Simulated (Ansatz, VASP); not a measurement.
## La2NbO5: VASP beside Ansatz

The input INCAR:

```
  ALGO = Normal
  EDIFF = 1E-7
  EDIFFG = -0.08
  ENCUT = 600
  GGA = PE
  IBRION = 2
  ISIF = 3
  ISMEAR = 0
  LASPH = T
  LCHARG = F
  LREAL = Auto
  LWAVE = F
  NELM = 100
  NSW = 36
  PREC = Accurate
  SIGMA = 0.15
```

KPOINTS

```
k-points
0
Gamma
  3 3 3
```

File POSCAR:

```
La2NbO5
1.0
   -4.4500000000      4.4500000000      2.9750000000
    4.4500000000     -4.4500000000      2.9750000000
    4.4500000000      4.4500000000     -2.9750000000
La Nb O
4 2 10
Direct
    0.8000000000      0.4000000000      0.2000000000
    0.6000000000      0.8000000000      0.4000000000
    0.4000000000      0.2000000000      0.6000000000
    0.2000000000      0.6000000000      0.8000000000
    0.2100000000      0.2100000000      0.0000000000
    0.7900000000      0.7900000000      0.0000000000
    0.3400000000      0.0400000000      0.9000000000
    0.1400000000      0.4400000000      0.1000000000
    0.0400000000      0.1400000000      0.7000000000
    0.4400000000      0.3400000000      0.3000000000
    0.8600000000      0.5600000000      0.9000000000
    0.6600000000      0.9600000000      0.1000000000
    0.5600000000      0.6600000000      0.7000000000
    0.9600000000      0.8600000000      0.3000000000
    0.2500000000      0.7500000000      0.5000000000
    0.7500000000      0.2500000000      0.5000000000
```

Input for Ansatz:

```yaml
crystal:
  lattice:
    - [-4.45, 4.45, 2.975]
    - [4.45, -4.45, 2.975]
    - [4.45, 4.45, -2.975]
  atoms:
    - { symbol: La, position: [0.8, 0.4, 0.2] }
    - { symbol: La, position: [0.6, 0.8, 0.4] }
    - { symbol: La, position: [0.4, 0.2, 0.6] }
    - { symbol: La, position: [0.2, 0.6, 0.8] }
    - { symbol: Nb, position: [0.21, 0.21, 0.0] }
    - { symbol: Nb, position: [0.79, 0.79, 0.0] }
    - { symbol: O, position: [0.34, 0.04, 0.9] }
    - { symbol: O, position: [0.14, 0.44, 0.1] }
    - { symbol: O, position: [0.04, 0.14, 0.7] }
    - { symbol: O, position: [0.44, 0.34, 0.3] }
    - { symbol: O, position: [0.86, 0.56, 0.9] }
    - { symbol: O, position: [0.66, 0.96, 0.1] }
    - { symbol: O, position: [0.56, 0.66, 0.7] }
    - { symbol: O, position: [0.96, 0.86, 0.3] }
    - { symbol: O, position: [0.25, 0.75, 0.5] }
    - { symbol: O, position: [0.75, 0.25, 0.5] }
basis:
  ecutwfc: 420
kpoints:
  mp_grid: { grid: [3, 3, 3] }
hamiltonian:
  xc: pbe
scf:
  occupations: { method: gaussian, width: 0.15 }
  lower_state_search: "off"
output:
  forces: true
  stress: true
  eigenvalues: true
relax:
  adjacent_minimum: "off"
  f_tol: 0.08
  max_steps: 16
  cell: { stress_tol: 0.8 }
```

Alike in both runs: task relaxation of cell and atoms; functional PBE; k mesh 3 × 3 × 3; occupations gaussian, width 0.15 eV; no spin polarisation.

```csv
,VASP,Ansatz
version,VASP 6.6.1,Ansatz 0.2.0
potentials or method,"VASP PAW PBE potentials, release 64 (La, Nb_sv, O), cutoff 600 eV","scalar-relativistic, plane waves, PAW"
valence electrons in the cell,130,130
```

```tsv
	VASP	Ansatz	Ansatz less VASP
gap on the k mesh at the Fermi level, each at its own relaxed structure (eV)	2.43	2.42	-0.011
relaxed volume (Å³/atom)	15.76	15.70	-0.061
relaxed length of the cell vector where the two differ most in proportion (Å)	7.102	7.092	-0.0098
```

The k mesh is coarse, so the values compare programs but aren't converged. Neither program's run includes spin-orbit coupling.
